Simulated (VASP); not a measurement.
Here is a VASP 6.6.1 calculation.

INCAR

```
ALGO = Normal
EDIFF = 1E-6
ENCUT = 520
GGA = PE
ISIF = 2
ISMEAR = 0
LASPH = T
LCHARG = F
LREAL = F
LWAVE = F
NBANDS = 22
NELM = 60
PREC = Accurate
SIGMA = 0.1
```

Contents of KPOINTS:

```
k-points
0
Gamma
  15 15 8
```

POSCAR

```
HfC
1.0
    3.3566720899      0.0000000000      0.0000000000
   -1.6783360449      2.9069633020      0.0000000000
    0.0000000000      0.0000000000      4.9120383688
Hf C
2 2
Direct
    0.6666666667      0.3333333333      0.7692207375
    0.3333333333      0.6666666667      0.2692207375
    0.0000000000      0.0000000000     -0.0192207375
    0.0000000000      0.0000000000      0.4807792625
```

Potentials or basis: VASP PAW PBE potentials, release 64 (Hf_pv, C).

Launch:

```sh
$ cat potpaw_PBE.64/Hf_pv/POTCAR potpaw_PBE.64/C/POTCAR > POTCAR
$ mpirun -np 1 vasp_std > vasp.out
```

Q: Estimate the band gap on the k mesh.

A: Zero (band 14 reaches 7.47 eV, above the bottom of band 15 at 6.77 eV).

Q: Predict the largest force.

A: 1.530 eV/Å.

Q: What does it give for the pressure?

A: 13.6 GPa.

Forces in eV/Å, atoms in the order of the input:
```
Hf   0.000  0.000 -1.530
Hf   0.000  0.000 -1.530
C    0.000  0.000  1.530
C    0.000  0.000  1.530
```

Caveat: the cell differs from its parent crystal (strained and its atoms moved); spin-orbit coupling is left out, which moves the levels of the heavy elements; forces of over 1 eV/Å act on the atoms, so gaps and moduli don't describe the material at rest.
